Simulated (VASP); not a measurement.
A run of VASP 6.6.1 is set up as follows.

Contents of POSCAR:

```
Pt
1.0
    2.7806183467      0.0000000000      0.0000000000
   -1.3903091734      2.4080861265      0.0000000000
    0.0000000000      0.0000000000      4.8796391769
Pt
2
Direct
    0.6666666667      0.3333333333      0.7500000000
    0.3333333333      0.6666666667      0.2500000000
```

Contents of INCAR.step1:

```
ALGO = Normal
EDIFF = 1E-4
ENCUT = 600
GGA = PE
ISMEAR = 0
LASPH = True
LCHARG = False
LREAL = False
LWAVE = True
NELM = 80
PREC = Accurate
SIGMA = 0.1
```

The input INCAR.step2:

```
ALGO = Normal
EDIFF = 1E-6
EDIFFG = -0.01
ENCUT = 600
IBRION = 2
ISIF = 4
ISMEAR = 0
ISTART = 1
LASPH = True
LCHARG = False
LMIXTAU = True
LREAL = False
LWAVE = False
METAGGA = R2SCAN
NELM = 80
NSW = 50
PREC = Accurate
SIGMA = 0.1
```

File KPOINTS:

```
k-points
0
Gamma
  18 18 10
```

Potentials or basis: VASP PAW PBE potentials, release 64 (Pt).

The run is started by

```console
$ cat potpaw_PBE.64/Pt/POTCAR > POTCAR
$ cp INCAR.step1 INCAR
$ mpirun -np 1 vasp_std > vasp.out
$ cp INCAR.step2 INCAR
$ mpirun -np 1 vasp_std > vasp.out
```

Task: What does it give for the band gap on the k mesh?

Result: Zero (bands 10 and 11 overlap by 1.33 eV).

Final structure:
```
Pt
1.0
     2.77568    0.00000    0.00000
    -1.38784    2.40381    0.00000
     0.00000    0.00000    4.89701
Pt
2
Direct
  0.66667 0.33333 0.75000
  0.33333 0.66667 0.25000
```

Caveat: spin-orbit coupling is left out, which moves the levels of the heavy elements.
